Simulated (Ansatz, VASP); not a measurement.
Co in VASP and in Ansatz

```
CELL_PARAMETERS angstrom
0.00000 2.67745 2.67745
2.67745 0.00000 2.67745
2.67745 2.67745 0.00000
ATOMIC_POSITIONS crystal
Co 0.12500 0.12500 0.12500
Co 0.87500 0.87500 0.87500
```

Alike in both runs: task single point; functional BLYP; k mesh 12 × 12 × 12; occupations fermi-dirac, width 0.05 eV; collinear spin.

|  | VASP | Ansatz |
| --- | --- | --- |
| version | VASP 6.6.1 | Ansatz 0.2.0 |
| potentials or method | VASP PAW PBE potentials, release 64 (Co), cutoff 520 eV | plane waves (420 eV) with PAW, scalar-relativistic |
| valence electrons in the cell | 18 | 34 |

VASP gave:

| Item | Value |
| --- | --- |
| pressure (GPa) | -7.8 |
| net moment per atom (μB) | 1.76 |
| size of the moment on the site where the two differ most (μB) | 1.77 |

Task: Which values does Ansatz return?

Result: Pressure (GPa): -7.7; net moment per atom (μB): 1.77; size of the moment on the site where the two differ most (μB): 1.81.

VASP's potentials were made for PBE, not for BLYP. Site moments also hang on the region over which each program counts them. With one functional, cell and mesh, what is left measures potentials, basis and numerics. VASP's potentials hold 18 valence electrons a cell and Ansatz's 34, so a difference there can come from the potentials and not from the codes.
